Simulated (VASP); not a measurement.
**LiHf8O16 (a cell with a defect): relaxation of the atoms with PBE**

LiHf8O16 (a cell with a defect):

```
Hf O Li
1.0
    -0.89291    5.21249    5.27760
     4.26871    0.00000    5.27256
     5.16162    5.21249   -0.00503
Hf O Li
8 16 1
Cartesian
  0.7908 2.3827 3.7371
  5.0595 7.5952 9.0097
  8.1931 4.9890 4.1692
  3.0315 4.9890 4.1743
  3.4779 2.8298 1.5355
  7.7466 8.0423 6.8080
  5.5060 5.4360 6.3709
  0.3443 5.4360 6.3759
  6.6080 3.8718 5.1471
  1.4464 3.8718 5.1522
  2.3759 1.2655 2.7592
  6.6446 6.4780 8.0317
  7.0911 6.5532 5.3929
  1.9294 6.5532 5.3980
  1.8928 3.9469 2.5134
  6.1615 9.1594 7.7859
  0.0355 1.7132 1.8384
  4.3043 6.9257 7.1110
  4.6796 4.3194 0.7954
  3.7867 4.3194 6.0729
  4.2332 3.4993 3.4341
  8.5019 8.7118 8.7067
  4.7507 6.1055 4.4722
  3.8578 6.1055 9.7498
  3.6237 2.4518 5.0980
```

| Property | Result |
| --- | --- |
| Program | VASP 6.6.1 |
| Task | relaxation of the atoms |
| Functional | PBE |
| Potentials or basis | VASP PAW PBE potentials, release 64 (Hf_pv, O, Li_sv) |
| Cutoff | 650 eV |
| k mesh | 1 × 1 × 1, shifted |
| Occupations | fermi-dirac, width 0.01 eV |
| Spin | no spin polarisation |
| Dipole correction | no |
| Charge | 1 |
| Further INCAR settings | LREAL = Auto; ALGO = Normal; EDIFF = 1e-07; ISYM = -1; IBRION = 2; EDIFFG = -0.02; NSW = 90; NELECT = 178.0 |

| Item | Value |
| --- | --- |
| Energy gained by relaxing | 53.1 meV/atom |
| Ionic steps | 28 |
| Largest force after relaxing | 0.011 eV/Å |

Forces in eV/Å, atoms in the order of the input:
```
Hf  -0.001  0.005  0.004
Hf   0.008  0.003 -0.002
Hf   0.002 -0.005  0.000
Hf   0.002  0.003  0.000
Hf   0.001  0.003  0.001
Hf  -0.007  0.005  0.007
Hf   0.003  0.001  0.003
Hf   0.007 -0.002  0.003
O    0.001  0.004 -0.001
O   -0.004  0.001 -0.002
O    0.005 -0.002  0.002
O   -0.001 -0.001  0.003
O   -0.001 -0.003  0.000
O    0.003  0.001  0.000
O   -0.003  0.000  0.001
O    0.003  0.002 -0.007
O   -0.004 -0.001 -0.001
O   -0.007 -0.003  0.008
O   -0.002  0.000 -0.008
O    0.003 -0.008  0.000
O   -0.006  0.001 -0.001
O    0.001 -0.001 -0.005
O   -0.006  0.003 -0.002
O    0.000 -0.006 -0.005
Li   0.003 -0.002  0.001
```

Step by step:
```
step  energy change (eV)  largest force (eV/Å)  pressure (GPa)
   1              0.0000                6.3573           -5.16
   2             -0.1597                7.2875           -4.25
   3             -0.9762                1.4472           -5.43
   4             -1.1744                0.4691           -5.43
   5             -1.1848                0.6000           -5.38
   6             -1.2278                0.2950           -5.51
   7             -1.2278                0.2978           -5.51
   8             -1.2507                0.2093           -5.59
   9             -1.2567                0.4477           -5.65
  10             -1.2740                0.2221           -5.74
  11             -1.2845                0.2704           -5.87
  12             -1.2997                0.2034           -6.00
  13             -1.3027                0.2016           -6.08
  14             -1.3125                0.1799           -6.23
  15             -1.3137                0.2037           -6.31
  16             -1.3196                0.1424           -6.45
  17             -1.3199                0.1382           -6.49
  18             -1.3238                0.0851           -6.59
  19             -1.3240                0.0950           -6.62
  20             -1.3262                0.0516           -6.67
  21             -1.3262                0.0618           -6.67
  22             -1.3271                0.0515           -6.68
  23             -1.3271                0.0632           -6.68
  24             -1.3277                0.0292           -6.67
  25             -1.3277                0.0289           -6.67
  26             -1.3278                0.0208           -6.66
  27             -1.3278                0.0202           -6.66
  28             -1.3279                0.0110           -6.66
```

Final structure:
```
Hf O Li
1.0
    -0.89291    5.21249    5.27760
     4.26871    0.00000    5.27256
     5.16162    5.21249   -0.00503
Hf O Li
8 16 1
Direct
  0.44728 0.25960 0.01433
  0.93507 0.76859 0.52143
  0.01321 0.78195 0.93526
  0.51435 0.27814 0.44654
  0.05465 0.23772 0.48724
  0.57646 0.73407 0.97593
  0.48863 0.71853 0.55454
  0.99394 0.21733 0.05445
  0.13345 0.84432 0.60590
  0.63705 0.34251 0.10667
  0.11126 0.41577 0.13163
  0.60772 0.91688 0.63659
  0.36463 0.65900 0.90285
  0.86537 0.15641 0.39301
  0.39242 0.08519 0.36949
  0.90175 0.58082 0.86135
  0.30546 0.01705 0.04862
  0.80058 0.53304 0.54384
  0.04613 0.12280 0.80089
  0.54019 0.62451 0.30085
  0.19772 0.47683 0.45246
  0.70240 0.96863 0.95424
  0.45161 0.38043 0.70057
  0.96464 0.87196 0.19697
  0.23797 0.69080 0.19079
```

Levels at points of the mesh, in eV from the Fermi level:
```
           k point  band 85  band 86  band 87  band 88  band 89  band 90  band 91  band 92  band 93  band 94
(0.25, 0.25, 0.25)    -0.97    -0.91    -0.76    -0.70    -0.34     4.12     4.34     4.46     4.54     4.88
```

Run time: 48 min on 1 thread of Intel(R) Xeon(R) Platinum 8259CL CPU @ 2.50GHz (Skylake/Cascade Lake) (shared host), peak memory 0.58 GiB.

Caveat: the cell carries a net charge on a neutralising background, which shifts energy and pressure; the cell is charged against a uniform background, so pressure and absolute levels hang on convention; spin-orbit coupling is left out, which moves the levels of the heavy elements.
